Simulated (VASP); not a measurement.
Wanted: the native input for a VASP 6.6.1 run.

```
Task                   : single point
Functional             : PBE
Potentials or basis    : VASP PAW PBE potentials, release 64 (Ta_pv, Si)
Cutoff                 : 520 eV
k mesh                 : 14 × 14 × 14
Occupations            : fermi-dirac, width 0.1 eV
Spin                   : no spin polarisation
Dipole correction      : no
Further INCAR settings : ALGO = Normal; EDIFF = 1e-07; NBANDS = 14
```

The structure of TaSi (zincblende type) lies in POSCAR:

```
TaSi
1.0
    0.0000000000      2.1072916469      2.1072916469
    2.1072916469      0.0000000000      2.1072916469
    2.1072916469      2.1072916469      0.0000000000
Ta Si
1 1
Direct
    0.0000000000      0.0000000000      0.0000000000
    0.2500000000      0.2500000000      0.2500000000
```

One way to write it, as run:

INCAR

```
PREC = Accurate
ENCUT = 520
EDIFF = 1E-7
ISMEAR = -1
SIGMA = 0.1
LREAL = F
LASPH = T
NELM = 60
ALGO = Normal
ISIF = 2
LWAVE = F
LCHARG = F
GGA = PE
NBANDS = 14
```

KPOINTS

```
regular mesh
0
Gamma
  14 14 14
```

Potentials or basis: VASP PAW PBE potentials, release 64 (Ta_pv, Si).

Launch:

```bash
$ cat potpaw_PBE.64/Ta_pv/POTCAR potpaw_PBE.64/Si/POTCAR > POTCAR
$ mpirun -np 1 vasp_std > vasp.out
```

It gave:

```yaml
Pressure: 439.6 GPa
```

It took 9.5 s on 1 thread of Intel(R) Xeon(R) 6975P-C (Granite Rapids), on a shared host, peak memory 0.16 GiB.
